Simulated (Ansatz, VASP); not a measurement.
# PbF2 in VASP and in Ansatz

```
Pb F
1.0
     0.00000    3.02122    2.94581
     2.94581    0.00000    2.94581
     2.94581    3.02122    0.00000
Pb F
1 2
Direct
  0.00000 0.00000 0.00000
  0.25000 0.25000 0.25000
  0.75000 0.75000 0.75000
```

Change from the starting cell: uniaxial_y strain +2.6%.

Alike in both runs: task single point; functional r2SCAN; k mesh 8 × 8 × 8; no spin polarisation.

```csv
,VASP,Ansatz
version,VASP 6.6.1,Ansatz 0.2.0
potentials or method,"VASP PAW PBE potentials, release 64 (Pb_d, F)","plane waves, PAW"
plane-wave cutoff (eV),660,500
occupations,"gaussian, width 0.01 eV",fixed
valence electrons in the cell,28,28
```

|  | VASP | Ansatz | Ansatz less VASP |
| --- | --- | --- | --- |
| gap on the k mesh at the Fermi level (eV) | 4.88 | 4.88 | -0.003 |
| pressure (GPa) | -1.0 | -0.8 | +0.16 |
| traceless stress, the component that is largest in VASP (GPa) | -0.92 | -0.92 | -0.006 |

VASP's potentials were made for PBE, not for r2SCAN.

Neither program's run includes spin-orbit coupling.
